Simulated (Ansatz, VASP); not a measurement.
## Two plane-wave programs on Sr

File INCAR:

```
SYSTEM = Sr
  PREC = Accurate
  ENCUT = 520
  EDIFF = 1E-7
  ISMEAR = 0
  SIGMA = 0.15
  LREAL = .False.
  LASPH = .True.
  NELM = 60
  ALGO = Fast
  ISIF = 2
  LWAVE = .False.
  LCHARG = .False.
  GGA = PS
  NBANDS = 11
```

Contents of KPOINTS:

```
Automatic mesh
0
Gamma
  14 14 14
  0 0 0
```

File POSCAR:

```
Sr
1.0
   -2.3886250000      2.3886250000      2.3886250000
    2.3886250000     -2.3886250000      2.3886250000
    2.3886250000      2.3886250000     -2.3886250000
Sr
1
Direct
    0.0000000000      0.0000000000      0.0000000000
```

Input for Ansatz:

```yaml
crystal:
  lattice:
    - [-2.388625, 2.388625, 2.388625]
    - [2.388625, -2.388625, 2.388625]
    - [2.388625, 2.388625, -2.388625]
  atoms:
    - { symbol: Sr, position: [0.0, 0.0, 0.0] }
basis:
  ecutwfc: 420
kpoints:
  mp_grid: { grid: [14, 14, 14] }
hamiltonian:
  xc: pbesol
scf:
  occupations: { method: gaussian, width: 0.15 }
output:
  forces: true
  stress: true
  eigenvalues: true
```

Change from the starting cell: strain -0.015 along x and y, -0.015 along z, atoms carried along.

Alike in both runs: task single point; functional PBEsol; k mesh 14 × 14 × 14; occupations gaussian, width 0.15 eV; no spin polarisation.

|  | VASP | Ansatz |
| --- | --- | --- |
| version | VASP 6.6.1 | Ansatz 0.2.0 |
| potentials or method | VASP PAW PBE potentials, release 64 (Sr_sv), cutoff 520 eV | scalar-relativistic, plane waves, PAW |
| valence electrons in the cell | 10 | 10 |

|  | VASP | Ansatz | Ansatz less VASP |
| --- | --- | --- | --- |
| gap on the k mesh at the Fermi level (eV) | none | none | - |
| pressure (GPa) | -0.7 | -0.7 | -0.01 |

VASP's potentials were made for PBE, not for PBEsol. A gap of «none» marks a metal or a gap that the smearing closes. The functional is the same, so the differences come from potentials, cutoffs and numerics.
